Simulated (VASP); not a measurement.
Os, 1 atom in the cell. The structure is tetragonal, space group P4/mmm (No. 123). The conventional cell has a = 2.627 Å, b = 2.627 Å, c = 2.452 Å, α = 90.00°, β = 90.00°, γ = 90.00°. Within 3.2 Å of Os (site symmetry 4/mmm) lie 6 Os at 2.45 to 2.63 Å. The cell was built from a structure type or drawn by symmetry, and may not be a known phase.

* Program: VASP 6.6.1
* Task: relaxation of cell and atoms
* Functional: PBE
* Potentials or basis: VASP PAW PBE potentials, release 64 (Os)
* Cutoff: 600 eV
* k mesh: 20 × 20 × 22
* Occupations: gaussian, width 0.1 eV
* Spin: no spin polarisation
* Dipole correction: no
* Further INCAR settings: ALGO = Fast; EDIFF = 1e-06; IBRION = 2; EDIFFG = -0.01; NSW = 100; ISIF = 3

Potentials or basis: VASP PAW PBE potentials, release 64 (Os).

Command:

```bash
$ cat potpaw_PBE.64/Os/POTCAR > POTCAR
$ mpirun -np 1 vasp_std > vasp.out
```

Hardware: 1 thread of Intel(R) Xeon(R) 6975P-C (Granite Rapids) (shared host).

Question: How long does it take, and how much memory?

Answer: Wall time 4.1 min on 1 thread of Intel(R) Xeon(R) 6975P-C (Granite Rapids) (shared host), peak memory 0.31 GiB. Counts: scf iterations 106, k points 792, ion steps 19.
